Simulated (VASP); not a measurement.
# Cu4O (Pm-3m) in VASP: a series of runs

The runs below take Cu4O through single point, relaxation of cell and atoms, with PBE.

All numbers are computed with VASP 6.6.1; they aren't measurements. Logs are shortened: lines on timing, memory, paths and dates and some standing lists are left out, and cuts for length are marked.

## 1. The cell of the first run

It takes space group Pm-3m (No. 221, cubic). Conventional cell: a = 3.875 Å, b = 3.875 Å, c = 3.875 Å, α = 90.00°, β = 90.00°, γ = 90.00°. Cu (site symmetry m-3m) has 12 Cu at 2.74 Å and 8 O at 3.36 Å within 3.6 Å. Cu (site symmetry 4/mmm) has 2 O at 1.94 Å within 2.6 Å. O (site symmetry m-3m) has 6 Cu at 1.94 Å within 2.6 Å.

## 2. Single point, PBE, collinear spin, ferromagnetic start

Input file INCAR:

```
SYSTEM = Cu4O
  ALGO = Normal
  EDIFF = 1E-6
  ENCUT = 520
  GGA = PE
  ISIF = 2
  ISMEAR = 0
  ISPIN = 2
  LASPH = .True.
  LCHARG = .False.
  LMAXMIX = 4
  LORBIT = 11
  LREAL = .False.
  LWAVE = .False.
  MAGMOM = 1 1 1 1 0
  NBANDS = 37
  NELM = 150
  PREC = Accurate
  SIGMA = 0.1
```

Input file KPOINTS:

```
k-points
0
Gamma
  4 4 4
  0 0 0
```

Input file POSCAR:

```
Cu4O
1.0
    3.8749513600      0.0000000000      0.0000000000
    0.0000000000      3.8749513600      0.0000000000
    0.0000000000      0.0000000000      3.8749513600
Cu O
4 1
Direct
    0.5000000000      0.5000000000      0.5000000000
    0.5000000000      0.0000000000      0.0000000000
    0.0000000000      0.5000000000      0.0000000000
    0.0000000000      0.0000000000      0.5000000000
    0.0000000000      0.0000000000      0.0000000000
```

Potentials or basis: VASP PAW PBE potentials, release 64 (Cu, O).

Command:

```console
$ cat potpaw_PBE.64/Cu/POTCAR potpaw_PBE.64/O/POTCAR > POTCAR
$ mpirun -np 1 vasp_std > vasp.out
```

OUTCAR:

```text
SYSTEM = Cu4O
   EDIFF = 1E-6
   ENCUT = 520
   GGA = PE
   ISIF = 2
   ISMEAR = 0
   ISPIN = 2
   LASPH = .True.
   LORBIT = 11
   LREAL = .False.
   NELM = 150
   PREC = Accurate

 ion  position               nearest neighbor table
   1  0.500  0.500  0.500-   2 2.74   3 2.74   4 2.74   2 2.74   3 2.74   2 2.74   4 2.74   2 2.74
                             3 2.74   4 2.74   3 2.74   4 2.74
   2  0.500  0.000  0.000-   5 1.94   5 1.94   4 2.74   1 2.74   1 2.74   4 2.74   1 2.74   3 2.74
                             1 2.74   3 2.74   4 2.74   3 2.74   4 2.74   3 2.74
   3  0.000  0.500  0.000-   5 1.94   5 1.94   4 2.74   1 2.74   1 2.74   4 2.74   2 2.74   4 2.74
                             2 2.74   4 2.74   1 2.74   2 2.74   1 2.74   2 2.74
   4  0.000  0.000  0.500-   5 1.94   5 1.94   3 2.74   1 2.74   2 2.74   3 2.74   2 2.74   1 2.74
                             3 2.74   3 2.74   1 2.74   2 2.74   2 2.74   1 2.74
   5  0.000  0.000  0.000-   2 1.94   3 1.94   4 1.94   4 1.94   3 1.94   2 1.94

  LATTYP: Found a simple cubic cell.
 ALAT       =     3.8749513600

  Lattice vectors:

 A1 = (   3.8749513600,   0.0000000000,   0.0000000000)
 A2 = (   0.0000000000,   3.8749513600,   0.0000000000)
 A3 = (   0.0000000000,   0.0000000000,   3.8749513600)

Analysis of symmetry for initial positions (statically):
=====================================================================
 Subroutine PRICEL returns:
 Original cell was already a primitive cell.

 Routine SETGRP: Setting up the symmetry group for a
 simple cubic supercell.

 Subroutine GETGRP returns: Found 48 space group operations
 (whereof 48 operations were pure point group operations)
 out of a pool of 48 trial point group operations.

The static configuration has the point symmetry O_h .

Analysis of symmetry for dynamics (positions and initial velocities):
=====================================================================
 Subroutine PRICEL returns:
 Original cell was already a primitive cell.

 Routine SETGRP: Setting up the symmetry group for a
 simple cubic supercell.

 Subroutine GETGRP returns: Found 48 space group operations
 (whereof 48 operations were pure point group operations)
 out of a pool of 48 trial point group operations.

The dynamic configuration has the point symmetry O_h .

Analysis of structural, dynamic, and magnetic symmetry:
=====================================================================
 Subroutine PRICEL returns:
 Original cell was already a primitive cell.

 Routine SETGRP: Setting up the symmetry group for a
 simple cubic supercell.

 Subroutine GETGRP returns: Found 48 space group operations
 (whereof 48 operations were pure point group operations)
 out of a pool of 48 trial point group operations.

[... 129 lines left out ...]

 number of electron      49.9999920 magnetization       0.0212643

 number of electron      49.9999920 magnetization      -0.0000715

 Free energy of the ion-electron system (eV)
  ---------------------------------------------------
  ext. energy  EPLUGINS =         0.00000000
  ---------------------------------------------------
  free energy    TOTEN  =       -19.33532646 eV

  energy without entropy =      -19.31252411  energy(sigma->0) =      -19.32392529

 E-fermi :   7.2606     XC(G=0): -12.1850

 val. band max:        7.2474420289   @ k =   0.5000   0.2500   0.0000
 cond. band min:       7.2946952378   @ k =   0.5000   0.2500   0.2500
 fundamental gap:      0.0472532089
 Fermi energy:         7.2606384846

 spin component 1

 k-point     1 :       0.0000    0.0000    0.0000
  band No.  band energies     occupation
      1     -14.3375      1.00000
      2      -0.2610      1.00000
      3       0.3485      1.00000
      4       0.3485      1.00000
      5       0.3485      1.00000
      6       2.6992      1.00000
[... 389 lines left out ...]
     36      24.1965      0.00000
     37      24.1965      0.00000
 Fermi energy:         7.2606384846

 spin component 2

 k-point     1 :       0.0000    0.0000    0.0000
  band No.  band energies     occupation
      1     -14.3375      1.00000
      2      -0.2611      1.00000
      3       0.3485      1.00000
      4       0.3485      1.00000
      5       0.3485      1.00000
      6       2.6992      1.00000
[... 389 lines left out ...]
     36      24.1965      0.00000
     37      24.1965      0.00000

------------------------ aborting loop because EDIFF is reached ----------------------------------------

  FORCE on cell =-STRESS in cart. coord.  units (eV):
  Direction    XX          YY          ZZ          XY          YZ          ZX
  --------------------------------------------------------------------------------------
  -------------------------------------------------------------------------------------
  Total        3.6735053      3.6735053      3.6735053      0.0000000     -0.0000000      0.0000000
  in kB      101.1561942    101.1561942    101.1561942      0.0000000     -0.0000000      0.0000000
  external PRESSURE =     101.1561942 kB  Pullay stress =       0.0000000 kB

 VOLUME and BASIS-vectors are now :
 -----------------------------------------------------------------------------
  energy-cutoff  :      520.00
  volume of cell :       58.18
      direct lattice vectors                 reciprocal lattice vectors
     3.874951360  0.000000000  0.000000000     0.258067755  0.000000000  0.000000000
     0.000000000  3.874951360  0.000000000     0.000000000  0.258067755  0.000000000
     0.000000000  0.000000000  3.874951360     0.000000000  0.000000000  0.258067755

 POSITION                                       TOTAL-FORCE (eV/Angst)
 -----------------------------------------------------------------------------------
      1.93748      1.93748      1.93748         0.000000      0.000000      0.000000
      1.93748      0.00000      0.00000         0.000000      0.000000      0.000000
      0.00000      1.93748      0.00000         0.000000      0.000000      0.000000
      0.00000      0.00000      1.93748         0.000000      0.000000      0.000000
      0.00000      0.00000      0.00000         0.000000      0.000000      0.000000
 -----------------------------------------------------------------------------------
    total drift:                                0.000000     -0.000000      0.000000

  FREE ENERGIE OF THE ION-ELECTRON SYSTEM (eV)
  ---------------------------------------------------
  free  energy   TOTEN  =       -19.3353264572 eV

  energy  without entropy=      -19.3125241138  energy(sigma->0) =      -19.32392529

 total charge

# of ion       s       p       d       tot
------------------------------------------
    1        0.439   0.239   9.209   9.887
    2        0.375   0.354   9.232   9.961
    3        0.375   0.354   9.232   9.961
    4        0.375   0.354   9.232   9.961
    5        1.594   3.441   0.000   5.034
--------------------------------------------------
tot          3.159   4.741  36.904  44.804

 magnetization (x)

# of ion       s       p       d       tot
------------------------------------------
    1       -0.000  -0.000   0.000  -0.000
    2       -0.000  -0.000  -0.000  -0.000
    3       -0.000  -0.000  -0.000  -0.000
    4       -0.000  -0.000  -0.000  -0.000
    5       -0.000  -0.000   0.000  -0.000
--------------------------------------------------
tot         -0.000  -0.000  -0.000  -0.000
```

Wall time 30 s (1 thread of Intel Xeon 6975P-C (Granite Rapids), shared host); peak memory 0.19 GiB.

What came out:

| Item | Value |
| --- | --- |
| Free energy | -19.3353 eV |
| Pressure | 10.1 GPa |
| Band gap on the k mesh | zero (filled and empty bands overlap) |
| Net moment | 0.00 μB per cell |
| Valence electrons inside the program's atomic spheres | Cu 9.89, 9.96; O 5.03 |

Caveat: the k points lie up to 0.41 Å⁻¹ apart.

## 3. Single point, PBE

This run uses another cell than the first one, of 12.43 Å³/atom, 1.068 times its volume.

Input file INCAR:

```
SYSTEM = Cu4O
PREC     = Accurate       ! precision mode
ENCUT    = 520            ! plane-wave cutoff, eV
EDIFF    = 1E-6           ! SCF threshold, eV
ISMEAR   = 0              ! smearing method
SIGMA    = 0.1            ! smearing width, eV
LREAL    = .False.        ! projectors in reciprocal space
LASPH    = .True.         ! aspherical terms in the spheres
NELM     = 100            ! most SCF steps
ALGO     = Normal         ! electronic algorithm
ISIF     = 2              ! what is computed and relaxed
LWAVE    = .False.        ! write WAVECAR
LCHARG   = .False.        ! write CHGCAR
GGA      = PE             ! functional
NBANDS   = 33             ! bands
```

Input file KPOINTS:

```
Automatic mesh
0
Gamma
  10 10 10
  0 0 0
```

Edit POSCAR of step 2 so:

```diff
@@ -2,5 +2,5 @@
 1.0
-    3.8749513600      0.0000000000      0.0000000000
-    0.0000000000      3.8749513600      0.0000000000
-    0.0000000000      0.0000000000      3.8749513600
+    3.9614507134      0.0000000000      0.0000000000
+    0.0000000000      3.9614507134      0.0000000000
+    0.0000000000      0.0000000000      3.9614507134
 Cu O
```

Potentials or basis: VASP PAW PBE potentials, release 64 (Cu, O).

Command:

```console
$ cat potpaw_PBE.64/Cu/POTCAR potpaw_PBE.64/O/POTCAR > POTCAR
$ mpirun -np 1 vasp_std > vasp.out
```

It took 67 s on 1 thread of Intel Xeon 6975P-C (Granite Rapids), shared host; peak memory 0.22 GiB.

It converged, with:

* Free energy: -19.4828 eV
* Pressure: 0.6 GPa
* Band gap on the k mesh: zero (band 25 reaches 6.45 eV, above the bottom of band 26 at 5.62 eV)

Levels at points of the mesh, in eV from the Fermi level:
| k point | band 22 | band 23 | band 24 | band 25 | band 26 | band 27 | band 28 | band 29 |
| --- | --- | --- | --- | --- | --- | --- | --- | --- |
| (0.00, 0.00, 0.00) | -1.74 | -1.74 | -1.74 | -1.36 | 3.11 | 3.11 | 3.11 | 4.36 |
| (0.50, 0.00, 0.00) | -2.05 | -2.04 | -1.74 | -1.04 | 0.32 | 4.54 | 4.54 | 5.23 |
| (0.50, 0.50, 0.00) | -1.89 | -1.68 | -1.68 | -0.95 | 1.70 | 1.70 | 1.79 | 7.19 |
| (0.50, 0.50, 0.50) | -1.09 | -1.09 | -1.09 | -0.75 | -0.75 | -0.75 | 2.01 | 5.14 |

With open d or f shells a metallic result of PBE can be an artefact of self-interaction; +U or a hybrid may open a gap.

## 4. Single point, PBE, collinear spin, ferromagnetic start

This run uses another cell than the first one, of 12.46 Å³/atom, 1.070 times its volume.

Input file INCAR:

```
PREC = Accurate
ENCUT = 520
EDIFF = 1E-6
ISMEAR = 0
SIGMA = 0.1
LREAL = F
LASPH = T
NELM = 150
ALGO = Normal
ISIF = 2
LWAVE = F
LCHARG = F
ISPIN = 2
MAGMOM = 1 1 1 1 0
LORBIT = 11
LMAXMIX = 4
GGA = PE
NBANDS = 37
```

Input file KPOINTS:

```
Automatic mesh
0
Gamma
  4 4 4
```

Edit POSCAR of step 3 so:

```diff
@@ -2,5 +2,5 @@
 1.0
-    3.9614507134      0.0000000000      0.0000000000
-    0.0000000000      3.9614507134      0.0000000000
-    0.0000000000      0.0000000000      3.9614507134
+    3.9638539886      0.0000000000      0.0000000000
+    0.0000000000      3.9638539886      0.0000000000
+    0.0000000000      0.0000000000      3.9638539886
 Cu O
```

Command:

```console
$ cat potpaw_PBE.64/Cu/POTCAR potpaw_PBE.64/O/POTCAR > POTCAR
$ mpirun -np 1 vasp_std > vasp.out
```

Wall time 40 s (1 thread of Intel Xeon 6975P-C (Granite Rapids), shared host); peak memory 0.19 GiB.

The run converged. Its results:

| Quantity | Value |
| --- | --- |
| Free energy | -19.4705 eV |
| Pressure | 0.7 GPa |
| Band gap on the k mesh | zero (filled and empty bands overlap) |
| Net moment | 0.00 μB per cell |
| Valence electrons inside the program's atomic spheres | Cu 9.84, 9.89; O 4.99 |

Levels at points of the mesh, in eV from the Fermi level:
Spin up:
| k point | band 23 | band 24 | band 25 | band 26 | band 27 | band 28 |
| --- | --- | --- | --- | --- | --- | --- |
| (0.00, 0.00, 0.00) | -1.77 | -1.77 | -1.37 | 3.09 | 3.09 | 3.09 |
| (0.50, 0.00, 0.00) | -2.06 | -1.77 | -1.06 | 0.31 | 4.50 | 4.50 |
| (0.50, 0.50, 0.00) | -1.70 | -1.70 | -0.99 | 1.69 | 1.69 | 1.76 |
| (0.50, 0.50, 0.50) | -1.11 | -1.11 | -0.76 | -0.76 | -0.76 | 1.97 |
Spin down:
| k point | band 22 | band 23 | band 24 | band 25 | band 26 | band 27 | band 28 | band 29 |
| --- | --- | --- | --- | --- | --- | --- | --- | --- |
| (0.00, 0.00, 0.00) | -1.77 | -1.77 | -1.77 | -1.37 | 3.09 | 3.09 | 3.09 | 4.32 |
| (0.50, 0.00, 0.00) | -2.07 | -2.06 | -1.77 | -1.06 | 0.31 | 4.50 | 4.50 | 5.20 |
| (0.50, 0.50, 0.00) | -1.90 | -1.70 | -1.70 | -0.99 | 1.69 | 1.69 | 1.76 | 7.15 |
| (0.50, 0.50, 0.50) | -1.11 | -1.11 | -1.11 | -0.76 | -0.76 | -0.76 | 1.97 | 5.12 |

Caveat: the k points lie up to 0.40 Å⁻¹ apart. With open d or f shells a metallic result of PBE can be an artefact of self-interaction; +U or a hybrid may open a gap.

## 5. Relaxation of cell and atoms, PBE, collinear spin, ferromagnetic start

Input file INCAR:

```
SYSTEM = Cu4O
ALGO = Normal
EDIFF = 1E-6
EDIFFG = -0.04
ENCUT = 600
GGA = PE
IBRION = 2
ISIF = 3
ISMEAR = 0
ISPIN = 2
LASPH = .TRUE.
LCHARG = .FALSE.
LMAXMIX = 4
LORBIT = 11
LREAL = .FALSE.
LWAVE = .FALSE.
MAGMOM = 1 1 1 1 0
NELM = 150
NSW = 90
PREC = Accurate
SIGMA = 0.1
```

Input file KPOINTS:

```
k-points
0
G
  4 4 4
  0 0 0
```

Edit POSCAR of step 4 so:

```diff
@@ -2,5 +2,5 @@
 1.0
-    3.9638539886      0.0000000000      0.0000000000
-    0.0000000000      3.9638539886      0.0000000000
-    0.0000000000      0.0000000000      3.9638539886
+    3.8749513600      0.0000000000      0.0000000000
+    0.0000000000      3.8749513600      0.0000000000
+    0.0000000000      0.0000000000      3.8749513600
 Cu O
```

Command:

```console
$ cat potpaw_PBE.64/Cu/POTCAR potpaw_PBE.64/O/POTCAR > POTCAR
$ mpirun -np 1 vasp_std > vasp.out
```

It took 70 s on 1 thread of Intel Xeon 6975P-C (Granite Rapids), shared host; peak memory 0.21 GiB.

It converged, with:

```yaml
Free_energy: -19.4709 eV
Relaxed_volume: 12.54 Å³/atom
Relaxed_cell: a = 3.973 Å, b = 3.973 Å, c = 3.973 Å, α = 90.00°, β = 90.00°, γ = 90.00°
Space_group_after_relaxing_to_0.05_Å: Pm-3m (No. 221)
Energy_gained_by_relaxing: 26.5 meV/atom
Ionic_steps: 3
Pressure_after_relaxing: 0.0 GPa
Band_gap_on_the_k_mesh: zero (filled and empty bands overlap)
Net_moment: 0.00 μB per cell
Valence_electrons_inside_the_program's_atomic_spheres: Cu 9.84, 9.88; O 4.99
```

The path:
```
step  energy change (eV)  largest force (eV/Å)  pressure (GPa)  volume (Å³)
   1              0.0000                0.0000           10.06        58.18
   2             -0.1143                0.0000           -3.15        64.55
   3             -0.1327                0.0000            0.02        62.69
```

Final structure:
```
Cu O
1.0
     3.97255    0.00000    0.00000
     0.00000    3.97255    0.00000
     0.00000    0.00000    3.97255
Cu O
4 1
Direct
  0.50000 0.50000 0.50000
  0.50000 0.00000 0.00000
  0.00000 0.50000 0.00000
  0.00000 0.00000 0.50000
  0.00000 0.00000 0.00000
```

Levels at points of the mesh, in eV from the Fermi level:
Spin up:
| k point | band 22 | band 23 | band 24 | band 25 | band 26 | band 27 | band 28 | band 29 |
| --- | --- | --- | --- | --- | --- | --- | --- | --- |
| (0.00, 0.00, 0.00) | -1.75 | -1.75 | -1.75 | -1.37 | 3.09 | 3.09 | 3.09 | 4.30 |
| (0.50, 0.00, 0.00) | -2.05 | -2.04 | -1.76 | -1.05 | 0.31 | 4.50 | 4.50 | 5.17 |
| (0.50, 0.50, 0.00) | -1.88 | -1.69 | -1.69 | -0.98 | 1.69 | 1.69 | 1.74 | 7.14 |
| (0.50, 0.50, 0.50) | -1.08 | -1.08 | -1.08 | -0.76 | -0.76 | -0.76 | 1.95 | 5.09 |
Spin down:
| k point | band 23 | band 24 | band 25 | band 26 | band 27 | band 28 |
| --- | --- | --- | --- | --- | --- | --- |
| (0.00, 0.00, 0.00) | -1.75 | -1.75 | -1.37 | 3.09 | 3.09 | 3.09 |
| (0.50, 0.00, 0.00) | -2.04 | -1.76 | -1.05 | 0.31 | 4.50 | 4.50 |
| (0.50, 0.50, 0.00) | -1.69 | -1.69 | -0.98 | 1.69 | 1.69 | 1.74 |
| (0.50, 0.50, 0.50) | -1.08 | -1.08 | -0.76 | -0.76 | -0.76 | 1.95 |

Caveat: the k points lie up to 0.40 Å⁻¹ apart in the final cell.

## 6. Relaxation of cell and atoms, PBE

This run uses another cell than the first one, of 12.46 Å³/atom, 1.070 times its volume.

Input file INCAR:

```
PREC = Accurate
ENCUT = 600
EDIFF = 1E-7
ISMEAR = 0
SIGMA = 0.1
LREAL = F
LASPH = T
NELM = 100
ALGO = Normal
ISIF = 3
LWAVE = F
LCHARG = F
GGA = PE
IBRION = 2
NSW = 100
EDIFFG = -0.01
```

Input file KPOINTS:

```
Automatic mesh
0
Gamma
  10 10 10
```

Edit POSCAR of step 5 so:

```diff
@@ -2,5 +2,5 @@
 1.0
-    3.8749513600      0.0000000000      0.0000000000
-    0.0000000000      3.8749513600      0.0000000000
-    0.0000000000      0.0000000000      3.8749513600
+    3.9638539886      0.0000000000      0.0000000000
+    0.0000000000      3.9638539886      0.0000000000
+    0.0000000000      0.0000000000      3.9638539886
 Cu O
```

Potentials or basis: VASP PAW PBE potentials, release 64 (Cu, O).

Command:

```console
$ cat potpaw_PBE.64/Cu/POTCAR potpaw_PBE.64/O/POTCAR > POTCAR
$ mpirun -np 1 vasp_std > vasp.out
```

It took 90 s on 1 thread of Intel Xeon 6975P-C (Granite Rapids), shared host; peak memory 0.24 GiB.

The run converged. Its results:

```yaml
Free_energy: -19.4861 eV
Relaxed_volume: 12.50 Å³/atom
Relaxed_cell: a = 3.969 Å, b = 3.969 Å, c = 3.969 Å, α = 90.00°, β = 90.00°, γ = 90.00°
Space_group_after_relaxing_to_0.05_Å: Pm-3m (No. 221)
Energy_gained_by_relaxing: 0.0 meV/atom
Ionic_steps: 2
Pressure_after_relaxing: -0.1 GPa
Band_gap_on_the_k_mesh: zero (band 25 reaches 6.38 eV, above the bottom of band 26 at 5.55 eV)
```

Step by step:
```csv
step,energy change (eV),largest force (eV/Å),pressure (GPa),volume (Å³)
1,0.0000,0.0000,0.35,62.28
2,-0.0002,0.0000,-0.09,62.52
```

Final structure:
```
Cu O
1.0
     3.96901    0.00000    0.00000
     0.00000    3.96901    0.00000
     0.00000    0.00000    3.96901
Cu O
4 1
Direct
  0.50000 0.50000 0.50000
  0.50000 0.00000 0.00000
  0.00000 0.50000 0.00000
  0.00000 0.00000 0.50000
  0.00000 0.00000 0.00000
```

Levels at points of the mesh, in eV from the Fermi level:
```
           k point  band 23  band 24  band 25  band 26  band 27  band 28
(0.00, 0.00, 0.00)    -1.73    -1.73    -1.36     3.11     3.11     3.11
(0.50, 0.00, 0.00)    -2.02    -1.73    -1.04     0.32     4.53     4.53
(0.50, 0.50, 0.00)    -1.67    -1.67    -0.95     1.69     1.69     1.77
(0.50, 0.50, 0.50)    -1.06    -1.06    -0.75    -0.75    -0.75     1.99
```

With open d or f shells a metallic result of PBE can be an artefact of self-interaction; +U or a hybrid may open a gap.

## 7. The runs side by side

| task | spin | cell | k mesh | cutoff (eV) | gap on the mesh (eV) | pressure (GPa) | moment (μB) | relaxed volume (Å³/atom) |
| --- | --- | --- | --- | --- | --- | --- | --- | --- |
| single point | collinear, ferromagnetic start | a = 3.875 Å, 5 atoms | 4 × 4 × 4 | 520 | none | 10.1 | 0.00 | - |
| single point | off | a = 3.961 Å, 5 atoms | 10 × 10 × 10 | 520 | none | 0.6 | - | - |
| single point | collinear, ferromagnetic start | a = 3.964 Å, 5 atoms | 4 × 4 × 4 | 520 | none | 0.7 | 0.00 | - |
| relaxation of cell and atoms | collinear, ferromagnetic start | relaxed from a = 3.875 Å, 5 atoms | 4 × 4 × 4 | 600 | none | 0.0 | 0.00 | 12.54 |
| relaxation of cell and atoms | off | relaxed from a = 3.964 Å, 5 atoms | 10 × 10 × 10 | 600 | none | -0.1 | - | 12.50 |

Alike in all rows: level PBE; potentials or basis VASP PAW PBE potentials, release 64 (Cu, O); smearing gaussian 0.1 eV.

Caveats: some runs use coarse meshes.

Absolute energies hang on the potentials; compare differences alone.
